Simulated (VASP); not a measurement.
# Lu (Im-3m) in VASP: further runs

Lu is run at these levels: LDA; tasks: single point, relaxation of cell and atoms.

All numbers are computed with VASP 6.6.1; they aren't measurements. Logs are shortened: lines on timing, memory, paths and dates and some standing lists are left out, and cuts for length are marked.

## (1) The cell of the first run

Symmetry: Im-3m, No. 229, cubic system. Conventional cell: a = 3.744 Å, b = 3.744 Å, c = 3.744 Å, α = 90.00°, β = 90.00°, γ = 90.00°. Within 4.3 Å of Lu (site symmetry m-3m) lie 14 Lu at 3.24 to 3.74 Å.

This isn't the form of Lu at room conditions, which is hcp.

## (2) Single point, LDA

Contents of INCAR:

```
SYSTEM = Lu
ALGO = Normal
EDIFF = 1E-6
ENCUT = 520
GGA = CA
ISIF = 2
ISMEAR = -1
LASPH = .TRUE.
LCHARG = .TRUE.
LELF = .TRUE.
LREAL = .FALSE.
LVHAR = .TRUE.
LWAVE = .FALSE.
NBANDS = 18
NELM = 100
PREC = Accurate
SIGMA = 0.1
```

Contents of KPOINTS:

```
k-points
0
G
  14 14 14
  0 0 0
```

Contents of POSCAR:

```
Lu
1.0
   -1.8719718041      1.8719718041      1.8719718041
    1.8719718041     -1.8719718041      1.8719718041
    1.8719718041      1.8719718041     -1.8719718041
Lu
1
Direct
    0.0000000000      0.0000000000      0.0000000000
```

Potentials or basis: VASP PAW PBE potentials, release 64 (Lu).

The run is started by

```
$ cat potpaw_PBE.64/Lu/POTCAR > POTCAR
$ mpirun -np 1 vasp_std > vasp.out
```

OUTCAR:

```text
SYSTEM = Lu
   EDIFF = 1E-6
   ENCUT = 520
   GGA = CA
   ISIF = 2
   ISMEAR = -1
   LASPH = .TRUE.
   LREAL = .FALSE.
   NELM = 100
   PREC = Accurate

 ion  position               nearest neighbor table
   1  0.000  0.000  0.000-

  LATTYP: Found a body centered cubic cell.
 ALAT       =     3.7439436082

  Lattice vectors:

 A1 = (  -1.8719718041,   1.8719718041,   1.8719718041)
 A2 = (   1.8719718041,  -1.8719718041,   1.8719718041)
 A3 = (   1.8719718041,   1.8719718041,  -1.8719718041)

Analysis of symmetry for initial positions (statically):
=====================================================================
 Subroutine PRICEL returns:
 Original cell was already a primitive cell.

 Routine SETGRP: Setting up the symmetry group for a
 body centered cubic supercell.

 Subroutine GETGRP returns: Found 48 space group operations
 (whereof 48 operations were pure point group operations)
 out of a pool of 48 trial point group operations.

The static configuration has the point symmetry O_h .

Analysis of symmetry for dynamics (positions and initial velocities):
=====================================================================
 Subroutine PRICEL returns:
 Original cell was already a primitive cell.

 Routine SETGRP: Setting up the symmetry group for a
 body centered cubic supercell.

 Subroutine GETGRP returns: Found 48 space group operations
 (whereof 48 operations were pure point group operations)
 out of a pool of 48 trial point group operations.

The dynamic configuration has the point symmetry O_h .

 Subroutine INISYM returns: Found 48 space group operations
 (whereof 48 operations are pure point group operations),
 and found     1 'primitive' translations

----------------------------------------------------------------------------------------

                                     Primitive cell

  volume of cell :      26.2396

  direct lattice vectors                    reciprocal lattice vectors
    -1.871971804  1.871971804  1.871971804     0.000000000  0.267098040  0.267098040
     1.871971804 -1.871971804  1.871971804     0.267098040  0.000000000  0.267098040
     1.871971804  1.871971804 -1.871971804     0.267098040  0.267098040  0.000000000

  length of vectors
     3.242350275  3.242350275  3.242350275     0.377733671  0.377733671  0.377733671

  position of ions in fractional coordinates (direct lattice)
     0.000000000  0.000000000  0.000000000

  ion indices of the primitive-cell ions
   primitive index   ion index
                 1           1

----------------------------------------------------------------------------------------

 KPOINTS: k-points

Automatic generation of k-mesh.
 Grid dimensions read from file:
 generate k-points for:   14   14   14

 Generating k-lattice:

  Cartesian coordinates                     Fractional coordinates (reciprocal lattice)
     0.000000000  0.019078431  0.019078431     0.071428571  0.000000000  0.000000000
     0.019078431  0.000000000  0.019078431     0.000000000  0.071428571  0.000000000
     0.019078431  0.019078431  0.000000000     0.000000000  0.000000000  0.071428571

  Length of vectors
     0.026980976  0.026980976  0.026980976

  Shift w.r.t. Gamma in fractional coordinates (k-lattice)
     0.000000000  0.000000000  0.000000000

 Subroutine IBZKPT returns following result:
 ===========================================

 Found    104 irreducible k-points:

 Following reciprocal coordinates:
            Coordinates               Weight
  0.000000  0.000000  0.000000      1.000000
  0.071429  0.000000  0.000000     12.000000
  0.142857  0.000000  0.000000     12.000000
  0.214286  0.000000  0.000000     12.000000
  0.285714  0.000000  0.000000     12.000000
  0.357143  0.000000  0.000000     12.000000
[... 16 lines left out ...]
  0.285714  0.285714  0.000000     24.000000
  0.357143  0.285714  0.000000     24.000000
 [... further k-points ...]
   k-points           NKPTS =    104   k-points in BZ     NKDIM =    104   number of bands    NBANDS=     18
   number of dos      NEDOS =    301   number of ions     NIONS =      1
   total plane-waves  NPLWV =  13824
   dimension x,y,z NGX =    24 NGY =   24 NGZ =   24
   dimension x,y,z NGXF=    48 NGYF=   48 NGZF=   48
   ions per type =               1
   NGX,Y,Z   is equivalent  to a cutoff of  12.31, 12.31, 12.31 a.u.
   NGXF,Y,Z  is equivalent  to a cutoff of  24.61, 24.61, 24.61 a.u.
 SYSTEM =  Lu
   PREC   = accura    normal or accurate (medium, high low for compatibility)
   ISTART =      0    job   : 0-new  1-cont  2-samecut
   ICHARG =      2    charge: 1-file 2-atom 10-const
   ISPIN  =      1    spin polarized calculation?
   LNONCOLLINEAR =      F non collinear calculations
   LSORBIT =      F    spin-orbit coupling
   LASPH  =      T    aspherical Exc in radial PAW
   ENCUT  =  520.0 eV  38.22 Ry    6.18 a.u.   6.03  6.03  6.03*2*pi/ulx,y,z
   NELM   =    100;   NELMIN=  2; NELMDL= -5     # of ELM steps
   EDIFF  = 0.1E-05   stopping-criterion for ELM
   LREAL  =      F    real-space projection
   EDIFFG = 0.1E-04   stopping-criterion for IOM
   NSW    =      0    number of steps for IOM
   IBRION =     -1    ionic relax: 0-MD 1-quasi-New 2-CG
   NFREE  =      0    steps in history (QN), initial steepest desc. (CG)
   ISIF   =      2    stress and relaxation
   ISYM   =      2    0-nonsym 1-usesym 2-fastsym
   POTIM  = 0.5000    time-step for ionic-motion
   TEBEG  =    0.0;   TEEND  =   0.0 temperature during run
   PSTRESS=    0.0 pullay stress
   NELECT =      25.0000    total number of electrons
   NUPDOWN=      -1.0000    fix difference up-down
   EMIN   =  10.00;   EMAX   =-10.00  energy-range for DOS
   EFERMI =   0.00;   METHOD = LEGACY
   ISMEAR =    -1;   SIGMA  =   0.10  broadening in eV -4-tet -1-fermi 0-gaus
   EFERMI_NEDOS =   21; number of points for ismear=-14 and -15
   IALGO  =     38    algorithm
   IMIX   =      4    mixing-type and parameters
     AMIX     =   0.40;   BMIX     =  1.00
     AMIX_MAG =   1.60;   BMIX_MAG =  1.00
  volume/ion in A,a.u.               =      26.24       177.07
  Fermi-wavevector in a.u.,A,eV,Ry     =   1.610901  3.044162 35.307149  2.595002
  Thomas-Fermi vector in A             =   2.706377
   LORBIT       =      0    0 simple, 1 ext, 2 COOP (PROOUT), +10 PAW based schemes
   GGA     = CA    functional components
   LHFCALC =     F    Hartree Fock is set to
   AEXX    =    0.0000 exact exchange contribution
   IVDW    =     0    specifies the selected vdW correction
   LEPSILON=     F    determine dielectric tensor
   LRPA    =     F    only Hartree local field effects (RPA)
 non-spin polarized calculation
  energy-cutoff  :      520.00
  volume of cell :       26.24
 maximum number of plane-waves:       718
   NGX = 13   NGY = 13   NGZ = 13

 number of electron      25.0000008 magnetization

 Free energy of the ion-electron system (eV)
  ---------------------------------------------------
  ext. energy  EPLUGINS =         0.00000000
  ---------------------------------------------------
  free energy    TOTEN  =        -5.06475456 eV

  energy without entropy =       -4.99753576  energy(sigma->0) =       -5.03114516

 E-fermi :   2.4949     XC(G=0): -11.5088

 val. band max:        2.4867538950   @ k =   0.2143   0.1429   0.1429
 cond. band min:       2.5096300151   @ k =   0.2857   0.2143   0.1429
 fundamental gap:      0.0228761202
 Fermi energy:         2.4949486845

 k-point     1 :       0.0000    0.0000    0.0000
  band No.  band energies     occupation
      1     -53.3872      2.00000
      2     -23.9112      2.00000
      3     -23.9112      2.00000
      4     -23.9112      2.00000
      5      -3.8918      2.00000
      6      -2.5634      2.00000
[... 10 lines left out ...]
     17       7.1236      0.00000
     18      14.8136      0.00000

 k-point     2 :       0.0714    0.0000    0.0000
  band No.  band energies     occupation
      1     -53.3845      2.00000
      2     -23.9495      2.00000
      3     -23.9231      2.00000
      4     -23.9114      2.00000
      5      -3.7223      2.00000
      6      -2.5616      2.00000
[... 10 lines left out ...]
     17       7.1221      0.00000
     18      14.9857      0.00000

 k-point     3 :       0.1429    0.0000    0.0000
  band No.  band energies     occupation
      1     -53.3770      2.00000
      2     -24.0550      2.00000
      3     -23.9561      2.00000
      4     -23.9119      2.00000
      5      -3.2352      2.00000
      6      -2.5572      2.00000
[... 10 lines left out ...]
     17       7.1366      0.00000
     18      15.3477      0.00000

 k-point     4 :       0.2143    0.0000    0.0000
  band No.  band energies     occupation
      1     -53.3662      2.00000
      2     -24.2036      2.00000
      3     -24.0034      2.00000
      4     -23.9126      2.00000
      5      -2.5522      2.00000
      6      -2.5386      2.00000
[... 10 lines left out ...]
     17       7.2077      0.00000
     18      15.2961      0.00000

 k-point     5 :       0.2857    0.0000    0.0000
  band No.  band energies     occupation
      1     -53.3541      2.00000
      2     -24.3635      2.00000
      3     -24.0553      2.00000
      4     -23.9135      2.00000
      5      -2.5493      2.00000
      6      -2.5204      2.00000
[... 10 lines left out ...]
     17       7.3665      0.00000
     18      14.4092      0.00000

 k-point     6 :       0.3571    0.0000    0.0000
  band No.  band energies     occupation
      1     -53.3432      2.00000
      2     -24.5033      2.00000
      3     -24.1015      2.00000
      4     -23.9143      2.00000
      5      -2.5493      2.00000
      6      -2.5155      2.00000
[... 307 lines left out ...]
 k-point    21 :       0.2857    0.2143    0.0000
  band No.  band energies     occupation
      1     -53.3330      2.00000
      2     -24.5101      2.00000
      3     -24.2081      2.00000
      4     -23.9839      2.00000
      5      -2.5370      2.00000
      6      -2.5289      2.00000
[... 10 lines left out ...]
     17      10.0475      0.00000
     18      11.5348      0.00000

 k-point    22 :       0.3571    0.2143    0.0000
  band No.  band energies     occupation
      1     -53.3289      2.00000
      2     -24.5296      2.00000
      3     -24.2553      2.00000
      4     -23.9879      2.00000
      5      -2.5410      2.00000
      6      -2.5293      2.00000
[... 10 lines left out ...]
     17      10.3206      0.00000
     18      11.2139      0.00000

 k-point    23 :       0.2857    0.2857    0.0000
  band No.  band energies     occupation
      1     -53.3283      2.00000
      2     -24.4902      2.00000
      3     -24.2981      2.00000
      4     -23.9969      2.00000
      5      -2.5422      2.00000
      6      -2.5212      2.00000
[... 10 lines left out ...]
     17      10.0571      0.00000
     18      11.4122      0.00000

 k-point    24 :       0.3571    0.2857    0.0000
  band No.  band energies     occupation
      1     -53.3266      2.00000
      2     -24.4623      2.00000
      3     -24.3518      2.00000
      4     -24.0008      2.00000
      5      -2.5438      2.00000
      6      -2.5198      2.00000
[... 10 lines left out ...]
     17       9.3906      0.00000
     18      12.1644      0.00000

 [... further k-points ...]
[... 5 lines left out ...]
  --------------------------------------------------------------------------------------
  -------------------------------------------------------------------------------------
  Total        0.0414755      0.0414755      0.0414755     -0.0000000     -0.0000000     -0.0000000
  in kB        2.5324706      2.5324706      2.5324706     -0.0000000     -0.0000000     -0.0000000
  external PRESSURE =       2.5324706 kB  Pullay stress =       0.0000000 kB

 VOLUME and BASIS-vectors are now :
 -----------------------------------------------------------------------------
  energy-cutoff  :      520.00
  volume of cell :       26.24
      direct lattice vectors                 reciprocal lattice vectors
    -1.871971804  1.871971804  1.871971804     0.000000000  0.267098040  0.267098040
     1.871971804 -1.871971804  1.871971804     0.267098040  0.000000000  0.267098040
     1.871971804  1.871971804 -1.871971804     0.267098040  0.267098040  0.000000000

 POSITION                                       TOTAL-FORCE (eV/Angst)
 -----------------------------------------------------------------------------------
      0.00000      0.00000      0.00000        -0.000000     -0.000000      0.000000
 -----------------------------------------------------------------------------------
    total drift:                                0.000000      0.000000     -0.000000

  FREE ENERGIE OF THE ION-ELECTRON SYSTEM (eV)
  ---------------------------------------------------
  free  energy   TOTEN  =        -5.0647545596 eV

  energy  without entropy=       -4.9975357642  energy(sigma->0) =       -5.03114516
```

Wall time 33 s (1 thread of Oxide Virtual Turin-like, shared host); peak memory 0.14 GiB.

What came out:

```yaml
Free_energy: -5.0648 eV
Pressure: 0.3 GPa
Band_gap_on_the_k_mesh: zero (an odd number of electrons rules out a gap without spin polarisation)
```

Caveat: the PAW data sets were made with another functional, which shifts forces and pressure a little; spin-orbit coupling is left out, which moves the levels of the heavy elements.

## (3) Relaxation of cell and atoms, LDA

This run uses another cell than the first one, of 26.02 Å³/atom.

Contents of INCAR:

```
SYSTEM = Lu
PREC = Accurate
ENCUT = 600
EDIFF = 1E-7
ISMEAR = -1
SIGMA = 0.1
LREAL = .FALSE.
LASPH = .TRUE.
NELM = 100
ALGO = Normal
ISIF = 3
LWAVE = .FALSE.
LCHARG = .FALSE.
GGA = CA
IBRION = 2
NSW = 60
EDIFFG = -0.005
```

Contents of KPOINTS:

```
regular mesh
0
G
  14 14 14
  0 0 0
```

Contents of POSCAR:

```
Lu
1.0
   -1.8667339828      1.8667339828      1.8667339828
    1.8667339828     -1.8667339828      1.8667339828
    1.8667339828      1.8667339828     -1.8667339828
Lu
1
Direct
    0.0000000000      0.0000000000      0.0000000000
```

Potentials or basis: VASP PAW PBE potentials, release 64 (Lu).

The run is started by

```
$ cat potpaw_PBE.64/Lu/POTCAR > POTCAR
$ mpirun -np 1 vasp_std > vasp.out
```

Run time: 4.3 min. Hardware: 1 thread of Oxide Virtual Turin-like, shared host; peak memory 0.16 GiB.

Results (log left out):

```yaml
Free_energy: -5.0650 eV
Relaxed_volume: 26.40 Å³/atom
Relaxed_cell: a = 3.249 Å, b = 3.249 Å, c = 3.249 Å, α = 109.47°, β = 109.47°, γ = 109.47°
Space_group_after_relaxing_to_0.1_Å: Im-3m (No. 229)
Energy_gained_by_relaxing: 0.8 meV/atom
Ionic_steps: 3
Pressure_after_relaxing: 0.0 GPa
Band_gap_on_the_k_mesh: zero (an odd number of electrons rules out a gap without spin polarisation)
```

Step by step:
```
step  energy change (eV)  largest force (eV/Å)  pressure (GPa)  volume (Å³)
   1              0.0000                0.0000            0.67        26.02
   2             -0.0008                0.0000           -0.07        26.43
   3             -0.0008                0.0000           -0.02        26.40
```

Final structure:
```
CELL_PARAMETERS angstrom
-1.87569 1.87569 1.87569
1.87569 -1.87569 1.87569
1.87569 1.87569 -1.87569
ATOMIC_POSITIONS crystal
Lu 0.00000 0.00000 0.00000
```

Levels at points of the mesh, in eV from the Fermi level:
```csv
k point,band 10,band 11,band 12,band 13,band 14,band 15
"(0.00, 0.00, 0.00)",-4.94,-4.94,-4.92,2.09,2.09,2.09
"(0.50, 0.00, 0.00)",-4.95,-4.93,-2.76,0.18,0.94,4.40
"(0.50, 0.50, 0.50)",-4.94,-4.94,-1.84,-1.84,6.49,6.49
```

Caveat: the PAW data sets were made with another functional, which shifts forces and pressure a little; spin-orbit coupling is left out, which moves the levels of the heavy elements.

The gap in the log of VASP goes by the Fermi energy; the results here count the filled bands.